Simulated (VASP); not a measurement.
A run of VASP 6.6.1:

Contents of INCAR:

```
PREC = Accurate
ENCUT = 600
EDIFF = 1E-6
ISMEAR = 0
SIGMA = 0.1
LREAL = F
LASPH = T
NELM = 80
ALGO = Normal
ISIF = 3
LWAVE = F
LCHARG = F
GGA = PE
IBRION = 2
NSW = 90
EDIFFG = -0.04
```

KPOINTS

```
Automatic mesh
0
Gamma
  4 4 4
```

POSCAR

```
CdSeS4
1.0
    0.0000000000      4.1833038800      4.1833038800
    4.1833038800      0.0000000000      4.1833038800
    4.1833038800      4.1833038800      0.0000000000
Cd Se S
1 1 4
Direct
    0.7500000000      0.7500000000      0.7500000000
    0.0000000000      0.0000000000      0.0000000000
    0.8750647300      0.3749784200      0.3749784200
    0.3749784200      0.3749784200      0.3749784200
    0.3749784200      0.8750647300      0.3749784200
    0.3749784200      0.3749784200      0.8750647300
```

Potentials or basis: VASP PAW PBE potentials, release 64 (Cd, Se, S).

The run is started by

```bash
$ cat potpaw_PBE.64/Cd/POTCAR potpaw_PBE.64/Se/POTCAR potpaw_PBE.64/S/POTCAR > POTCAR
$ mpirun -np 1 vasp_std > vasp.out
```

Hardware: 1 thread of AMD EPYC 9R45 96-Core Processor (Zen 5) (shared host).

How long does it take, and how much memory?

Run time: 6.7 min on 1 thread of AMD EPYC 9R45 96-Core Processor (Zen 5), on a shared host, peak memory 0.33 GiB. Counts: scf iterations 196, k points 8, ion steps 26.
